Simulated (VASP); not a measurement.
# BN (P6_3/mmc) in VASP: relaxation of cell and atoms with PBE

Aim: the relaxation of cell and atoms of BN with PBE.

Everything below comes from runs of VASP 6.6.1. Logs are shortened: lines on timing, memory, paths and dates and some standing lists are left out, and cuts for length are marked.

**1. The cell of the first run**

It takes space group P6_3/mmc (No. 194, hexagonal). Conventional cell: a = 2.512 Å, b = 2.512 Å, c = 8.369 Å, α = 90.00°, β = 90.00°, γ = 120.00°. Within 1.9 Å of B (site symmetry -6m2) lie 3 N at 1.45 Å. N (site symmetry -6m2) has 3 B at 1.45 Å within 1.9 Å.

**2. Relaxation of cell and atoms, PBE**

INCAR

```
PREC     = Accurate       # precision mode
ENCUT    = 910            # plane-wave cutoff, eV
EDIFF    = 1E-7           # SCF threshold, eV
ISMEAR   = 0              # smearing method
SIGMA    = 0.02           # smearing width, eV
LREAL    = F              # projectors in reciprocal space
LASPH    = T              # aspherical terms in the spheres
NELM     = 120            # most SCF steps
ALGO     = Normal         # electronic algorithm
ISIF     = 3              # what is computed and relaxed
LWAVE    = F              # write WAVECAR
LCHARG   = F              # write CHGCAR
GGA      = PE             # functional
IBRION   = 2              # ionic algorithm
NSW      = 100            # ionic steps
EDIFFG   = -0.005         # ionic threshold
GGA_COMPAT= F            
NELMIN   = 4
```

KPOINTS

```
regular mesh
0
Gamma
  12 12 4
```

POSCAR

```
BN
1.0
    2.5121768666      0.0000000000      0.0000000000
   -1.2560884333      2.1756089853      0.0000000000
    0.0000000000      0.0000000000      8.3694704798
B N
2 2
Direct
    0.3333333333      0.6666666667      0.2500000000
    0.6666666667      0.3333333333      0.7500000000
    0.3333333333      0.6666666667      0.7500000000
    0.6666666667      0.3333333333      0.2500000000
```

Potentials or basis: VASP PAW PBE potentials, release 64 (B_h, N_h).

Started as:

```console
$ cat potpaw_PBE.64/B_h/POTCAR potpaw_PBE.64/N_h/POTCAR > POTCAR
$ mpirun -np 1 vasp_std > vasp.out
```

OUTCAR:

```text
PREC = Accurate
   ENCUT = 910
   EDIFF = 1E-7
   ISMEAR = 0
   LREAL = F
   LASPH = T
   NELM = 120
   ISIF = 3
   GGA = PE
   IBRION = 2
   NSW = 100
   EDIFFG = -0.005
   NELMIN = 4

 ion  position               nearest neighbor table
   1  0.333  0.667  0.250-   4 1.45   4 1.45   4 1.45
   2  0.667  0.333  0.750-   3 1.45   3 1.45   3 1.45
   3  0.333  0.667  0.750-   2 1.45   2 1.45   2 1.45
   4  0.667  0.333  0.250-   1 1.45   1 1.45   1 1.45

  LATTYP: Found a hexagonal cell.
 ALAT       =     2.5121768666
 C/A-ratio  =     3.3315610024

  Lattice vectors:

 A1 = (   2.5121768666,   0.0000000000,   0.0000000000)
 A2 = (  -1.2560884333,   2.1756089853,   0.0000000000)
 A3 = (   0.0000000000,   0.0000000000,   8.3694704798)

Analysis of symmetry for initial positions (statically):
=====================================================================
 Subroutine PRICEL returns:
 Original cell was already a primitive cell.

 Routine SETGRP: Setting up the symmetry group for a
 hexagonal supercell.

 Subroutine GETGRP returns: Found 24 space group operations
 (whereof 12 operations were pure point group operations)
 out of a pool of 24 trial point group operations.

The static configuration has the point symmetry D_3d.
 The point group associated with its full space group is D_6h.

Analysis of symmetry for dynamics (positions and initial velocities):
=====================================================================
 Subroutine PRICEL returns:
 Original cell was already a primitive cell.

 Routine SETGRP: Setting up the symmetry group for a
 hexagonal supercell.

 Subroutine GETGRP returns: Found 24 space group operations
 (whereof 12 operations were pure point group operations)
 out of a pool of 24 trial point group operations.

The dynamic configuration has the point symmetry D_3d.
 The point group associated with its full space group is D_6h.

 Subroutine INISYM returns: Found 24 space group operations
 (whereof 12 operations are pure point group operations),
 and found     1 'primitive' translations

----------------------------------------------------------------------------------------

                                     Primitive cell

  volume of cell :      45.7435

  direct lattice vectors                    reciprocal lattice vectors
     2.512176867  0.000000000  0.000000000     0.398061145  0.229820709  0.000000000
    -1.256088433  2.175608985  0.000000000     0.000000000  0.459641418  0.000000000
     0.000000000  0.000000000  8.369470480     0.000000000  0.000000000  0.119481872

  length of vectors
     2.512176867  2.512176867  8.369470480     0.459641418  0.459641418  0.119481872

  position of ions in fractional coordinates (direct lattice)
     0.333333333  0.666666667  0.250000000
     0.666666667  0.333333333  0.750000000
     0.333333333  0.666666667  0.750000000
     0.666666667  0.333333333  0.250000000

  ion indices of the primitive-cell ions
   primitive index   ion index
                 1           1
                 2           2
                 3           3
                 4           4

----------------------------------------------------------------------------------------

 KPOINTS: regular mesh

Automatic generation of k-mesh.
 Grid dimensions read from file:
 generate k-points for:   12   12    4

 Generating k-lattice:

  Cartesian coordinates                     Fractional coordinates (reciprocal lattice)
     0.033171762  0.019151726  0.000000000     0.083333333 -0.000000000  0.000000000
     0.000000000  0.038303452  0.000000000     0.000000000  0.083333333  0.000000000
     0.000000000  0.000000000  0.029870468     0.000000000  0.000000000  0.250000000

  Length of vectors
     0.038303452  0.038303452  0.029870468

  Shift w.r.t. Gamma in fractional coordinates (k-lattice)
     0.000000000  0.000000000  0.000000000

 Subroutine IBZKPT returns following result:
 ===========================================

 Found     57 irreducible k-points:

 Following reciprocal coordinates:
            Coordinates               Weight
  0.000000  0.000000  0.000000      1.000000
  0.083333  0.000000  0.000000      6.000000
  0.166667  0.000000  0.000000      6.000000
  0.250000 -0.000000  0.000000      6.000000
  0.333333 -0.000000  0.000000      6.000000
  0.416667  0.000000  0.000000      6.000000
[... 16 lines left out ...]
  0.250000 -0.000000  0.250000     12.000000
  0.333333 -0.000000  0.250000     12.000000
 [... further k-points ...]
   k-points           NKPTS =     57   k-points in BZ     NKDIM =     57   number of bands    NBANDS=     12
   number of dos      NEDOS =    301   number of ions     NIONS =      4
   total plane-waves  NPLWV =  65856
   dimension x,y,z NGX =    28 NGY =   28 NGZ =   84
   dimension x,y,z NGXF=    56 NGYF=   56 NGZF=  168
   ions per type =               2   2
   NGX,Y,Z   is equivalent  to a cutoff of  18.53, 18.53, 16.69 a.u.
   NGXF,Y,Z  is equivalent  to a cutoff of  37.06, 37.06, 33.37 a.u.
 SYSTEM =  unknown system
   PREC   = accura    normal or accurate (medium, high low for compatibility)
   ISTART =      0    job   : 0-new  1-cont  2-samecut
   ICHARG =      2    charge: 1-file 2-atom 10-const
   ISPIN  =      1    spin polarized calculation?
   LNONCOLLINEAR =      F non collinear calculations
   LSORBIT =      F    spin-orbit coupling
   LASPH  =      T    aspherical Exc in radial PAW
   ENCUT  =  910.0 eV  66.88 Ry    8.18 a.u.   6.18  6.18 20.59*2*pi/ulx,y,z
   NELM   =    120;   NELMIN=  4; NELMDL= -5     # of ELM steps
   EDIFF  = 0.1E-06   stopping-criterion for ELM
   LREAL  =      F    real-space projection
   EDIFFG = -.5E-02   stopping-criterion for IOM
   NSW    =    100    number of steps for IOM
   IBRION =      2    ionic relax: 0-MD 1-quasi-New 2-CG
   NFREE  =      1    steps in history (QN), initial steepest desc. (CG)
   ISIF   =      3    stress and relaxation
   ISYM   =      2    0-nonsym 1-usesym 2-fastsym
   POTIM  = 0.5000    time-step for ionic-motion
   TEBEG  =    0.0;   TEEND  =   0.0 temperature during run
   PSTRESS=    0.0 pullay stress
   NELECT =      16.0000    total number of electrons
   NUPDOWN=      -1.0000    fix difference up-down
   EMIN   =  10.00;   EMAX   =-10.00  energy-range for DOS
   EFERMI =   0.00;   METHOD = LEGACY
   ISMEAR =     0;   SIGMA  =   0.02  broadening in eV -4-tet -1-fermi 0-gaus
   EFERMI_NEDOS =   21; number of points for ismear=-14 and -15
   IALGO  =     38    algorithm
   IMIX   =      4    mixing-type and parameters
     AMIX     =   0.40;   BMIX     =  1.00
     AMIX_MAG =   1.60;   BMIX_MAG =  1.00
  volume/ion in A,a.u.               =      11.44        77.17
  Fermi-wavevector in a.u.,A,eV,Ry     =   1.153467  2.179736 18.102360  1.330486
  Thomas-Fermi vector in A             =   2.290111
   LORBIT       =      0    0 simple, 1 ext, 2 COOP (PROOUT), +10 PAW based schemes
   GGA     = PE    functional components
   LHFCALC =     F    Hartree Fock is set to
   AEXX    =    0.0000 exact exchange contribution
   IVDW    =     0    specifies the selected vdW correction
   LEPSILON=     F    determine dielectric tensor
   LRPA    =     F    only Hartree local field effects (RPA)
 conjugate gradient relaxation of ions
 non-spin polarized calculation
 Gauss-broadening in eV      SIGMA  =   0.02
  energy-cutoff  :      910.00
  volume of cell :       45.74
 maximum number of plane-waves:      2870
 NGX is ok and might be reduce to    28
   NGX = 13   NGY = 13   NGZ = 41

--------------------------------------- Ionic step        1  -------------------------------------------

 number of electron      16.0000000 magnetization

 Free energy of the ion-electron system (eV)
  ---------------------------------------------------
  ext. energy  EPLUGINS =         0.00000000
  ---------------------------------------------------
  free energy    TOTEN  =       -35.25127421 eV

  energy without entropy =      -35.25127421  energy(sigma->0) =      -35.25127421

------------------------ aborting loop because EDIFF is reached ----------------------------------------

  FORCE on cell =-STRESS in cart. coord.  units (eV):
  Direction    XX          YY          ZZ          XY          YZ          ZX
  --------------------------------------------------------------------------------------
  -------------------------------------------------------------------------------------
  Total       -0.1045083     -0.1045083     -0.0684686      0.0000000     -0.0000000      0.0000000
  in kB       -3.6604312     -3.6604312     -2.3981300      0.0000000     -0.0000000      0.0000000
  external PRESSURE =      -3.2396641 kB  Pullay stress =       0.0000000 kB
[... 251 lines left out ...]
  energy  without entropy=      -35.2522135780  energy(sigma->0) =      -35.25221358

--------------------------------------- Ionic step        8  -------------------------------------------

 number of electron      16.0000000 magnetization

 Free energy of the ion-electron system (eV)
  ---------------------------------------------------
  ext. energy  EPLUGINS =         0.00000000
  ---------------------------------------------------
  free energy    TOTEN  =       -35.25234980 eV

  energy without entropy =      -35.25234980  energy(sigma->0) =      -35.25234980

 E-fermi :   1.8741     XC(G=0):  -8.8753

 val. band max:        1.7655899275   @ k =   0.3333   0.3333   0.5000
 cond. band min:       6.2524030022   @ k =   0.0000   0.0000   0.0000
 fundamental gap:      4.4868130747
 Fermi energy:         1.8740870069

 k-point     1 :       0.0000    0.0000    0.0000
  band No.  band energies     occupation
      1     -15.8790      2.00000
      2     -15.8205      2.00000
      3      -3.8019      2.00000
      4      -3.0421      2.00000
      5       0.4142      2.00000
      6       0.4142      2.00000
      7       0.4184      2.00000
      8       0.4184      2.00000
      9       6.2524      0.00000
     10       9.9075      0.00000
     11      12.2834      0.00000
     12      13.2921      0.00000
[... 331 lines left out ...]
 k-point    24 :       0.3333   -0.0000    0.2500
  band No.  band energies     occupation
      1     -13.9350      2.00000
      2     -13.9070      2.00000
      3      -5.0921      2.00000
      4      -5.0851      2.00000
      5      -1.8088      2.00000
      6      -1.8028      2.00000
      7      -1.0087      2.00000
      8      -0.5943      2.00000
      9       8.6687      0.00000
     10       8.8663      0.00000
     11      10.0164      0.00000
     12      11.7096      0.00000

 [... further k-points ...]
[... 5 lines left out ...]
  --------------------------------------------------------------------------------------
  -------------------------------------------------------------------------------------
  Total       -0.0105465     -0.0105465      0.0100999     -0.0000000     -0.0000000      0.0000000
  in kB       -0.3850722     -0.3850722      0.3687648     -0.0000000     -0.0000000      0.0000000
  external PRESSURE =      -0.1337932 kB  Pullay stress =       0.0000000 kB
[... 19 lines left out ...]
  FREE ENERGIE OF THE ION-ELECTRON SYSTEM (eV)
  ---------------------------------------------------
  free  energy   TOTEN  =       -35.2523498027 eV

  energy  without entropy=      -35.2523498027  energy(sigma->0) =      -35.25234980

 reached required accuracy - stopping structural energy minimisation
```

Run time: 3.7 min. Hardware: 1 thread of AMD EPYC 9R45 (Zen 5), shared host; peak memory 0.25 GiB.

Results:

```
Free energy                           : -35.2523 eV
Relaxed volume                        : 10.97 Å³/atom
Relaxed cell                          : a = 2.511 Å, b = 2.511 Å, c = 8.034 Å, α = 90.00°, β = 90.00°, γ = 120.00°
Space group after relaxing (to 0.1 Å) : P6_3/mmc (No. 194)
Energy gained by relaxing             : 0.3 meV/atom
Ionic steps                           : 8
Pressure after relaxing               : 0.0 GPa
Band gap on the k mesh                : 4.49 eV (least direct gap 4.66 eV)
```

Step by step:
```
step  energy change (eV)  largest force (eV/Å)  pressure (GPa)  volume (Å³)
   1              0.0000                0.0000           -0.32        45.74
   2              0.0001                0.0000            0.41        45.59
   3             -0.0001                0.0000           -0.02        45.68
   4             -0.0001                0.0000           -0.02        45.64
   5             -0.0003                0.0000           -0.02        45.52
   6             -0.0006                0.0000           -0.02        45.29
   7             -0.0009                0.0000           -0.01        44.82
   8             -0.0011                0.0000           -0.01        43.88
```

Final structure:
```yaml
crystal:
  lattice:
    - [2.51138, 0.00000, 0.00000]
    - [-1.25569, 2.17492, 0.00000]
    - [0.00000, 0.00000, 8.03379]
  atoms:
    - { symbol: B, position: [0.33333, 0.66667, 0.25000] }
    - { symbol: B, position: [0.66667, 0.33333, 0.75000] }
    - { symbol: N, position: [0.33333, 0.66667, 0.75000] }
    - { symbol: N, position: [0.66667, 0.33333, 0.25000] }
```

Caveat: the cutoff is under 1.25 times the usual one of these potentials, so pressure, stress and relaxed cells hold a basis-set (Pulay) error; this functional lacks dispersion, which binds the layers, so the pressure and a relaxed spacing across them are unreliable. A k mesh can miss the band edges.
